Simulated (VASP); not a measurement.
Here is a VASP 6.6.1 calculation.

Contents of INCAR:

```
SYSTEM = Si
PREC = Accurate
ENCUT = 520
EDIFF = 1E-7
ISMEAR = 0
SIGMA = 0.02
LREAL = Auto
LASPH = .TRUE.
NELM = 100
ALGO = Normal
ISIF = 2
LWAVE = .FALSE.
LCHARG = .TRUE.
GGA = PS
LELF = .TRUE.
LVHAR = .TRUE.
NBANDS = 43
```

KPOINTS

```
regular mesh
0
G
  3 3 3
  0 0 0
```

Contents of POSCAR:

```
Si
1.0
    0.0000000000      5.4338342766     -5.4338342766
    5.4338342766      5.4338342766      0.0000000000
    5.4338342766      0.0000000000     -5.4338342766
Si
15
Direct
    0.2170342230     -0.1511028784      0.2170342230
    0.1296924904      0.6366144648      0.1296926745
    0.6280429852      0.1173833186      0.1265306347
    0.6040002939      0.6366142808      0.1296926745
    0.1265305427      0.1173832266      0.6280430772
    0.1296925825      0.6366145569      0.6040002019
    0.6280430772      0.1173832266      0.6280430772
    0.6254495126      0.6236515189      0.6254495126
    0.2523705969      0.2532097834      0.2523705969
    0.7540496805      0.7424127779      0.2494877339
    0.7420495905      0.2532095073      0.2523705049
    0.2494877339      0.7424127779      0.7540496805
    0.2523705049      0.2532096913      0.7420492225
    0.7540497725      0.7424128699      0.7540497725
    0.7508863525      0.2473409993      0.7508863525
```

Potentials or basis: VASP PAW PBE potentials, release 64 (Si).

Launch:

```console
$ cat potpaw_PBE.64/Si/POTCAR > POTCAR
$ mpirun -np 1 vasp_std > vasp.out
```

Q: What does it give for the pressure?

A: -3.2 GPa.

Q: What does it give for the band gap on the k mesh?

A: Zero (band 30 reaches 5.83 eV, above the bottom of band 31 at 5.02 eV).

Q: Predict the largest force.

A: 0.838 eV/Å.

Stress tensor (GPa, compression positive):
```
-3.22 -0.61 -0.61
-0.61 -3.22 -0.61
-0.61 -0.61 -3.22
```

Caveat: the PAW data sets were made with another functional, which shifts forces and pressure a little.
